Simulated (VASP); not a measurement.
Set up this calculation in VASP 6.6.1, as the native input.

```
Task                   : single point
Functional             : LDA
Potentials or basis    : VASP PAW LDA potentials, release 64 (Al, Au)
Cutoff                 : 500 eV
k mesh                 : 7 × 7 × 7
Occupations            : gaussian, width 0.05 eV
Spin                   : no spin polarisation
Dipole correction      : no
Further INCAR settings : ALGO = Normal; EDIFF = 1e-06; NBANDS = 14
```

The structure of AlAu lies in POSCAR:

```
AlAu
1.0
    0.0000000000      2.4291664076      2.4291664076
    2.4291664076      0.0000000000      2.4291664076
    2.4291664076      2.4291664076      0.0000000000
Al Au
1 1
Direct
    0.0000000000      0.0000000000      0.0000000000
    0.5000000000      0.5000000000      0.5000000000
```

The input as run:

INCAR

```
PREC = Accurate
ENCUT = 500
EDIFF = 1E-6
ISMEAR = 0
SIGMA = 0.05
LREAL = False
LASPH = True
NELM = 120
ALGO = Normal
ISIF = 2
LWAVE = False
LCHARG = True
LELF = True
LVHAR = True
NBANDS = 14
GGA_COMPAT = False
```

KPOINTS

```
Automatic mesh
0
Gamma
  7 7 7
```

Potentials or basis: VASP PAW LDA potentials, release 64 (Al, Au).

Launch:

```bash
$ cat potpaw_LDA.64/Al/POTCAR potpaw_LDA.64/Au/POTCAR > POTCAR
$ mpirun -np 1 vasp_std > vasp.out
```

Results of the run:

```
Pressure               : 40.6 GPa
Band gap on the k mesh : zero (bands 7 and 8 overlap by 6.59 eV)
```

Caveat: the cell stands under pressure; spin-orbit coupling is left out, which moves the levels of the heavy elements.

It took 12 s on 1 thread of Intel(R) Xeon(R) Platinum 8375C CPU @ 2.90GHz (Ice Lake) (shared host), peak memory 0.14 GiB.
